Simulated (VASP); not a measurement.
# TaF3 (Pm-3m) in VASP: electric field gradients with PBE

Aim: the electric field gradients of TaF3 with PBE.

All numbers are computed with VASP 6.6.1; they aren't measurements. Logs are shortened: lines on timing, memory, paths and dates and some standing lists are left out, and cuts for length are marked.

## (1) The cell of the first run

It takes space group Pm-3m (No. 221, cubic). Conventional cell: a = 3.901 Å, b = 3.901 Å, c = 3.901 Å, α = 90.00°, β = 90.00°, γ = 90.00°. Ta (site symmetry m-3m) has 6 F at 1.95 Å within 2.6 Å. F (site symmetry 4/mmm) has 2 Ta at 1.95 Å within 2.6 Å.

## (2) Electric field gradients, PBE, collinear spin, ferromagnetic start

The input, INCAR:

```
SYSTEM = TaF3
ALGO = Normal
EDIFF = 1E-8
ENCUT = 520
GGA = PE
ISIF = 2
ISMEAR = -1
ISPIN = 2
LASPH = .True.
LCHARG = .False.
LEFG = .True.
LMAXMIX = 4
LORBIT = 11
LREAL = .False.
LWAVE = .False.
MAGMOM = 2 0 0 0
NBANDS = 28
NELM = 150
PREC = Accurate
SIGMA = 0.02
```

The input, KPOINTS:

```
k-points
0
Gamma
  6 6 6
  0 0 0
```

The input, POSCAR:

```
TaF3
1.0
    3.9012000000      0.0000000000      0.0000000000
    0.0000000000      3.9012000000      0.0000000000
    0.0000000000      0.0000000000      3.9012000000
Ta F
1 3
Direct
    0.0000000000      0.0000000000      0.0000000000
    0.5000000000      0.0000000000      0.0000000000
    0.0000000000      0.5000000000      0.0000000000
    0.0000000000      0.0000000000      0.5000000000
```

Potentials or basis: VASP PAW PBE potentials, release 64 (Ta_pv, F).

Started as:

```
> cat potpaw_PBE.64/Ta_pv/POTCAR potpaw_PBE.64/F/POTCAR > POTCAR
> mpirun -np 1 vasp_std > vasp.out
```

OUTCAR:

```text
SYSTEM = TaF3
   EDIFF = 1E-8
   ENCUT = 520
   GGA = PE
   ISIF = 2
   ISMEAR = -1
   ISPIN = 2
   LASPH = .True.
   LORBIT = 11
   LREAL = .False.
   NELM = 150
   PREC = Accurate

 ion  position               nearest neighbor table
   1  0.000  0.000  0.000-   2 1.95   3 1.95   4 1.95   4 1.95   3 1.95   2 1.95
   2  0.500  0.000  0.000-   1 1.95   1 1.95
   3  0.000  0.500  0.000-   1 1.95   1 1.95
   4  0.000  0.000  0.500-   1 1.95   1 1.95

  LATTYP: Found a simple cubic cell.
 ALAT       =     3.9012000000

  Lattice vectors:

 A1 = (   3.9012000000,   0.0000000000,   0.0000000000)
 A2 = (   0.0000000000,   3.9012000000,   0.0000000000)
 A3 = (   0.0000000000,   0.0000000000,   3.9012000000)

Analysis of symmetry for initial positions (statically):
=====================================================================
 Subroutine PRICEL returns:
 Original cell was already a primitive cell.

 Routine SETGRP: Setting up the symmetry group for a
 simple cubic supercell.

 Subroutine GETGRP returns: Found 48 space group operations
 (whereof 48 operations were pure point group operations)
 out of a pool of 48 trial point group operations.

The static configuration has the point symmetry O_h .

Analysis of symmetry for dynamics (positions and initial velocities):
=====================================================================
 Subroutine PRICEL returns:
 Original cell was already a primitive cell.

 Routine SETGRP: Setting up the symmetry group for a
 simple cubic supercell.

 Subroutine GETGRP returns: Found 48 space group operations
 (whereof 48 operations were pure point group operations)
 out of a pool of 48 trial point group operations.

The dynamic configuration has the point symmetry O_h .

Analysis of structural, dynamic, and magnetic symmetry:
=====================================================================
 Subroutine PRICEL returns:
 Original cell was already a primitive cell.

 Routine SETGRP: Setting up the symmetry group for a
 simple cubic supercell.

 Subroutine GETGRP returns: Found 48 space group operations
 (whereof 48 operations were pure point group operations)
 out of a pool of 48 trial point group operations.

The overall configuration has the point symmetry O_h .

 Subroutine INISYM returns: Found 48 space group operations
 (whereof 48 operations are pure point group operations),
 and found     1 'primitive' translations

----------------------------------------------------------------------------------------

                                     Primitive cell

  volume of cell :      59.3738

  direct lattice vectors                    reciprocal lattice vectors
     3.901200000  0.000000000  0.000000000     0.256331385  0.000000000  0.000000000
     0.000000000  3.901200000  0.000000000     0.000000000  0.256331385  0.000000000
     0.000000000  0.000000000  3.901200000     0.000000000  0.000000000  0.256331385

  length of vectors
     3.901200000  3.901200000  3.901200000     0.256331385  0.256331385  0.256331385

  position of ions in fractional coordinates (direct lattice)
     0.000000000  0.000000000  0.000000000
     0.500000000  0.000000000  0.000000000
     0.000000000  0.500000000  0.000000000
     0.000000000  0.000000000  0.500000000

  ion indices of the primitive-cell ions
   primitive index   ion index
                 1           1
                 2           2
                 3           3
                 4           4

----------------------------------------------------------------------------------------

 KPOINTS: k-points

Automatic generation of k-mesh.
 Grid dimensions read from file:
 generate k-points for:    6    6    6

 Generating k-lattice:

  Cartesian coordinates                     Fractional coordinates (reciprocal lattice)
     0.042721898  0.000000000  0.000000000     0.166666667  0.000000000  0.000000000
     0.000000000  0.042721898  0.000000000     0.000000000  0.166666667  0.000000000
     0.000000000  0.000000000  0.042721898     0.000000000  0.000000000  0.166666667

  Length of vectors
     0.042721898  0.042721898  0.042721898

  Shift w.r.t. Gamma in fractional coordinates (k-lattice)
     0.000000000  0.000000000  0.000000000

 Subroutine IBZKPT returns following result:
 ===========================================

 Found     20 irreducible k-points:

 Following reciprocal coordinates:
            Coordinates               Weight
  0.000000  0.000000  0.000000      1.000000
  0.166667  0.000000  0.000000      6.000000
  0.333333  0.000000  0.000000      6.000000
  0.500000  0.000000  0.000000      3.000000
  0.166667  0.166667  0.000000     12.000000
  0.333333  0.166667  0.000000     24.000000
[... 12 lines left out ...]
  0.500000  0.500000  0.333333      6.000000
  0.500000  0.500000  0.500000      1.000000
   k-points           NKPTS =     20   k-points in BZ     NKDIM =     20   number of bands    NBANDS=     28
   number of dos      NEDOS =    301   number of ions     NIONS =      4
   total plane-waves  NPLWV =  27000
   dimension x,y,z NGX =    30 NGY =   30 NGZ =   30
   dimension x,y,z NGXF=    60 NGYF=   60 NGZF=   60
   ions per type =               1   3
   NGX,Y,Z   is equivalent  to a cutoff of  12.78, 12.78, 12.78 a.u.
   NGXF,Y,Z  is equivalent  to a cutoff of  25.57, 25.57, 25.57 a.u.
 SYSTEM =  TaF3
   PREC   = accura    normal or accurate (medium, high low for compatibility)
   ISTART =      0    job   : 0-new  1-cont  2-samecut
   ICHARG =      2    charge: 1-file 2-atom 10-const
   ISPIN  =      2    spin polarized calculation?
   LNONCOLLINEAR =      F non collinear calculations
   LSORBIT =      F    spin-orbit coupling
   LASPH  =      T    aspherical Exc in radial PAW
   ENCUT  =  520.0 eV  38.22 Ry    6.18 a.u.   7.25  7.25  7.25*2*pi/ulx,y,z
   NELM   =    150;   NELMIN=  2; NELMDL= -5     # of ELM steps
   EDIFF  = 0.1E-07   stopping-criterion for ELM
   LREAL  =      F    real-space projection
   EDIFFG = 0.1E-06   stopping-criterion for IOM
   NSW    =      0    number of steps for IOM
   IBRION =     -1    ionic relax: 0-MD 1-quasi-New 2-CG
   NFREE  =      0    steps in history (QN), initial steepest desc. (CG)
   ISIF   =      2    stress and relaxation
   ISYM   =      2    0-nonsym 1-usesym 2-fastsym
   POTIM  = 0.5000    time-step for ionic-motion
   TEBEG  =    0.0;   TEEND  =   0.0 temperature during run
   PSTRESS=    0.0 pullay stress
   NELECT =      32.0000    total number of electrons
   NUPDOWN=      -1.0000    fix difference up-down
   EMIN   =  10.00;   EMAX   =-10.00  energy-range for DOS
   EFERMI =   0.00;   METHOD = LEGACY
   ISMEAR =    -1;   SIGMA  =   0.02  broadening in eV -4-tet -1-fermi 0-gaus
   EFERMI_NEDOS =   21; number of points for ismear=-14 and -15
   IALGO  =     38    algorithm
   IMIX   =      4    mixing-type and parameters
     AMIX     =   0.40;   BMIX     =  1.00
     AMIX_MAG =   1.60;   BMIX_MAG =  1.00
  volume/ion in A,a.u.               =      14.84       100.17
  Fermi-wavevector in a.u.,A,eV,Ry     =   1.332273  2.517631 24.149685  1.774952
  Thomas-Fermi vector in A             =   2.461221
   LORBIT       =     11    0 simple, 1 ext, 2 COOP (PROOUT), +10 PAW based schemes
   GGA     = PE    functional components
   LHFCALC =     F    Hartree Fock is set to
   AEXX    =    0.0000 exact exchange contribution
   IVDW    =     0    specifies the selected vdW correction
   LEPSILON=     F    determine dielectric tensor
   LRPA    =     F    only Hartree local field effects (RPA)
 spin polarized calculation
  energy-cutoff  :      520.00
  volume of cell :       59.37
 maximum number of plane-waves:      1628
 NGX is ok and might be reduce to    30
   NGX = 15   NGY = 15   NGZ = 15

 number of electron      32.0000001 magnetization       1.5455983

 Free energy of the ion-electron system (eV)
  ---------------------------------------------------
  ext. energy  EPLUGINS =         0.00000000
  ---------------------------------------------------
  free energy    TOTEN  =       -25.95601108 eV

  energy without entropy =      -25.94878030  energy(sigma->0) =      -25.95239569

 E-fermi :   4.8653     XC(G=0):  -9.0144

 val. band max:        4.8518397271   @ k =   0.5000   0.0000   0.0000
 cond. band min:       4.8684943683   @ k =   0.1667   0.1667   0.0000
 fundamental gap:      0.0166546412
 Fermi energy:         4.8652710054

 spin component 1

 k-point     1 :       0.0000    0.0000    0.0000
  band No.  band energies     occupation
      1     -32.4111      1.00000
      2     -32.4111      1.00000
      3     -32.4111      1.00000
      4     -24.0992      1.00000
      5     -23.7623      1.00000
      6     -23.7623      1.00000
[... 20 lines left out ...]
     27      14.2572      0.00000
[... 566 lines left out ...]
      5     -22.6368      1.00000
      6     -22.6368      1.00000
[... 20 lines left out ...]
     27      13.2137      0.00000
     28      14.1574      0.00000
 Fermi energy:         4.8652710054

 spin component 2

 k-point     1 :       0.0000    0.0000    0.0000
  band No.  band energies     occupation
      1     -31.6377      1.00000
      2     -31.6377      1.00000
      3     -31.6377      1.00000
      4     -24.0104      1.00000
      5     -23.6869      1.00000
      6     -23.6869      1.00000
[... 20 lines left out ...]
     27      14.6086      0.00000
[... 567 lines left out ...]
      6     -22.5218      1.00000
[... 20 lines left out ...]
     27      13.3561      0.00000
     28      15.0088      0.00000

------------------------ aborting loop because EDIFF is reached ----------------------------------------

  FORCE on cell =-STRESS in cart. coord.  units (eV):
  Direction    XX          YY          ZZ          XY          YZ          ZX
  --------------------------------------------------------------------------------------
  -------------------------------------------------------------------------------------
  Total       10.6965116     10.6965116     10.6965116      0.0000000      0.0000000      0.0000000
  in kB      288.6410539    288.6410539    288.6410539      0.0000000      0.0000000      0.0000000
  external PRESSURE =     288.6410539 kB  Pullay stress =       0.0000000 kB

 VOLUME and BASIS-vectors are now :
 -----------------------------------------------------------------------------
  energy-cutoff  :      520.00
  volume of cell :       59.37
      direct lattice vectors                 reciprocal lattice vectors
     3.901200000  0.000000000  0.000000000     0.256331385  0.000000000  0.000000000
     0.000000000  3.901200000  0.000000000     0.000000000  0.256331385  0.000000000
     0.000000000  0.000000000  3.901200000     0.000000000  0.000000000  0.256331385

 POSITION                                       TOTAL-FORCE (eV/Angst)
 -----------------------------------------------------------------------------------
      0.00000      0.00000      0.00000         0.000000      0.000000      0.000000
      1.95060      0.00000      0.00000         0.000000      0.000000      0.000000
      0.00000      1.95060      0.00000         0.000000      0.000000      0.000000
      0.00000      0.00000      1.95060         0.000000      0.000000      0.000000
 -----------------------------------------------------------------------------------
    total drift:                                0.000000      0.000000      0.000000

  FREE ENERGIE OF THE ION-ELECTRON SYSTEM (eV)
  ---------------------------------------------------
  free  energy   TOTEN  =       -25.9560110835 eV

  energy  without entropy=      -25.9487802964  energy(sigma->0) =      -25.95239569

 Electric field gradients (V/A^2)
---------------------------------------------------------------------
 ion       V_xx      V_yy      V_zz      V_xy      V_xz      V_yz
---------------------------------------------------------------------
   1       0.000     0.000    -0.000     0.000    -0.000    -0.000
   2      74.373   -37.187   -37.187     0.000    -0.000     0.000
   3     -37.187    74.373   -37.187    -0.000     0.000    -0.000
   4     -37.187   -37.187    74.373     0.000     0.000    -0.000
---------------------------------------------------------------------

 Electric field gradients after diagonalization (V/A^2)
 (convention: |V_zz| > |V_xx| > |V_yy|)
----------------------------------------------------------------------
 ion       V_xx      V_yy      V_zz     asymmetry (V_yy - V_xx)/ V_zz
----------------------------------------------------------------------
   1      -0.000     0.000     0.000       0.873
   2     -37.187   -37.187    74.373       0.000
   3     -37.187   -37.187    74.373       0.000
   4     -37.187   -37.187    74.373       0.000
----------------------------------------------------------------------

           NMR quadrupolar parameters

 Cq : quadrupolar parameter    Cq=e*Q*V_zz/h
 eta: asymmetry parameters     (V_yy - V_xx)/ V_zz
 Q  : nuclear electric quadrupole moment in mb (millibarn)
----------------------------------------------------------------------
 ion       Cq(MHz)       eta       Q (mb)
----------------------------------------------------------------------
   1       0.000       0.873       1.000
   2       0.180       0.000       1.000
   3       0.180       0.000       1.000
   4       0.180       0.000       1.000
----------------------------------------------------------------------

 total charge

# of ion       s       p       d       tot
------------------------------------------
    1        0.256   6.248   2.598   9.102
    2        1.739   4.431   0.000   6.170
    3        1.739   4.431   0.000   6.170
    4        1.739   4.431   0.000   6.170
--------------------------------------------------
tot          5.473  19.540   2.598  27.611

 magnetization (x)

# of ion       s       p       d       tot
------------------------------------------
    1        0.010   0.007   1.143   1.160
    2        0.000   0.025   0.000   0.025
    3        0.000   0.025   0.000   0.025
    4        0.000   0.025   0.000   0.025
--------------------------------------------------
tot          0.010   0.081   1.143   1.235
```

Run time: 8.3 min. Hardware: 1 thread of AMD EPYC 7R13, shared host; peak memory 0.19 GiB.

Results:

```yaml
Free_energy: -25.9560 eV
Pressure: 28.9 GPa
Net_moment: 1.55 μB per cell
Site_moments: Ta +1.16; F +0.03 μB
Valence_electrons_inside_the_program's_atomic_spheres: Ta 9.10; F 6.17
```

Electric field gradients, principal values (V/Å²):
```
atom    least   middle  greatest (by size)
1 Ta    0.000    0.000               0.000
 2 F  -37.187  -37.187              74.373
 3 F  -37.187  -37.187              74.373
 4 F  -37.187  -37.187              74.373
```

Caveat: without QUAD_EFG the Cq values of the log hold for a quadrupole moment of 1 mb, not for the nuclei; spin-orbit coupling is left out, which moves the levels of the heavy elements.
